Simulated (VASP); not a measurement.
**BiPt: electric field gradients with LDA**

Crystal: BiPt.

```
CELL_PARAMETERS angstrom
4.39963 0.00000 0.00000
-2.19981 3.81019 0.00000
0.00000 0.00000 5.59767
ATOMIC_POSITIONS crystal
Bi 0.33333 0.66667 0.25000
Bi 0.66667 0.33333 0.75000
Pt 0.00000 0.00000 0.00000
Pt 0.00000 0.00000 0.50000
```

This cell differs from its parent crystal: volume scaled by 1.06.

```json
{
  "Program": "VASP 6.6.1",
  "Task": "electric field gradients",
  "Functional": "LDA",
  "Potentials or basis": "VASP PAW LDA potentials, release 64 (Bi_d, Pt)",
  "Cutoff": "520 eV",
  "k mesh": "9 × 9 × 6",
  "Occupations": "fermi-dirac, width 0.05 eV",
  "Spin": "no spin polarisation",
  "Dipole correction": "no",
  "Further INCAR settings": "ALGO = Normal; EDIFF = 1e-08; NBANDS = 33"
}
```

| Property | Result |
| --- | --- |
| Pressure | -6.6 GPa |
| Band gap on the k mesh | zero (band 25 reaches 10.75 eV, above the bottom of band 26 at 7.03 eV) |

Stress tensor (GPa, compression positive):
```
-5.99  0.00  0.00
 0.00 -5.99  0.00
 0.00  0.00 -7.67
```

Levels at points of the mesh, in eV from the Fermi level:
```csv
k point,band 23,band 24,band 25,band 26,band 27,band 28
"(0.00, 0.00, 0.00)",0.32,0.32,0.96,1.54,2.36,2.74
"(0.00, 0.00, 0.50)",-1.69,-1.69,2.35,2.35,2.35,2.35
```

Electric field gradients, principal values (V/Å²):
```
atom   least  middle  greatest (by size)
1 Bi  -1.350  -1.353               2.703
2 Bi  -1.350  -1.353               2.703
3 Pt  75.430  75.430            -150.860
4 Pt  75.430  75.430            -150.860
```

Run time: 93 s on 1 thread of Intel(R) Xeon(R) Platinum 8375C CPU @ 2.90GHz (Ice Lake), with other jobs on the host, peak memory 0.27 GiB.

Caveat: without QUAD_EFG the Cq values of the log hold for a quadrupole moment of 1 mb, not for the nuclei; spin-orbit coupling is left out, which moves the levels of the heavy elements.
